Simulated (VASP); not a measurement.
Crystal: SnSe.

```
Sn Se
1.0
     0.00000    2.92936    2.92936
     2.92936    0.00000    2.92936
     2.92936    2.92936    0.00000
Sn Se
1 1
Direct
  0.00000 0.00000 0.00000
  0.25000 0.25000 0.25000
```

```yaml
Program: VASP 6.6.1
Task: relaxation of cell and atoms
Functional: PBEsol
Potentials_or_basis: VASP PAW PBE potentials, release 64 (Sn_d, Se)
Cutoff: 600 eV
k_mesh: 6 × 6 × 6
Occupations: fermi-dirac, width 0.03 eV
Spin: no spin polarisation
```

At the start: pressure 26.5 GPa; volume 25.14 Å³/atom.

Question: Where does the relaxation end?

Answer: Over 5 steps the energy falls by 705.5 meV/atom and the volume is 36.87 Å³/atom (+46.7 %); space group F-43m (No. 216, to 0.05 Å).

The path:
| step | energy change (eV) | largest force (eV/Å) | pressure (GPa) | volume (Å³) |
| --- | --- | --- | --- | --- |
| 1 | 0.0000 | 0.0000 | 26.54 | 50.27 |
| 2 | -1.2228 | 0.0000 | -4.03 | 87.07 |
| 3 | -1.4102 | 0.0000 | 0.34 | 72.98 |
| 4 | -1.4109 | 0.0000 | -0.06 | 73.87 |
| 5 | -1.4110 | 0.0000 | 0.01 | 73.73 |

Final structure:
```
Sn Se
1.0
     0.00000    3.32821    3.32821
     3.32821    0.00000    3.32821
     3.32821    3.32821    0.00000
Sn Se
1 1
Direct
  0.00000 0.00000 0.00000
  0.25000 0.25000 0.25000
```

Caveat: the volume moved by over 15 % at a fixed basis, so the end points are rough; the PAW data sets were made with another functional, which shifts forces and pressure a little.
